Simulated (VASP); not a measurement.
Here is a VASP 6.6.1 calculation.

The input POSCAR:

```
Si
1.0
    3.8313174605      0.0000000000      0.0000000000
   -1.9156587303      3.3180182508      0.0000000000
    0.0000000000      0.0000000000      6.3326220002
Si
4
Direct
    0.6666666667      0.3333333333      0.9369905000
    0.3333333333      0.6666666667      0.4369905000
    0.6666666667      0.3333333333      0.5630095000
    0.3333333333      0.6666666667      0.0630095000
```

Contents of INCAR.step1:

```
ALGO = Normal
EDIFF = 1E-4
ENCUT = 520
GGA = PE
ISMEAR = -1
LASPH = True
LCHARG = False
LREAL = False
LWAVE = True
NBANDS = 16
NELM = 80
PREC = Accurate
SIGMA = 0.05
```

The input INCAR.step2:

```
ALGO = Normal
EDIFF = 1E-6
ENCUT = 520
ISIF = 2
ISMEAR = -1
ISTART = 1
LASPH = True
LCHARG = False
LMIXTAU = True
LREAL = False
LWAVE = False
METAGGA = R2SCAN
NBANDS = 16
NELM = 80
PREC = Accurate
SIGMA = 0.05
```

File KPOINTS:

```
k-points
0
Gamma
  8 8 4
```

Potentials or basis: VASP PAW PBE potentials, release 64 (Si).

Command:

```sh
$ cat potpaw_PBE.64/Si/POTCAR > POTCAR
$ cp INCAR.step1 INCAR
$ mpirun -np 1 vasp_std > vasp.out
$ cp INCAR.step2 INCAR
$ mpirun -np 1 vasp_std > vasp.out
```

Question: What does it give for the largest force?

Answer: 0.005 eV/Å.

Question: What does it give for the pressure?

Answer: 0.0 GPa.

Question: Predict the band gap on the k mesh.

Answer: 0.61 eV (least direct gap 1.37 eV).

Forces on the atoms (eV/Å):
```
Si   0.000  0.000  0.005
Si   0.000  0.000  0.005
Si   0.000  0.000 -0.005
Si   0.000  0.000 -0.005
```

Caveat: semilocal functionals underestimate gaps, and a narrow one can read as zero; the PAW data sets were made with another functional, which shifts forces and pressure a little. A k mesh can miss the band edges.
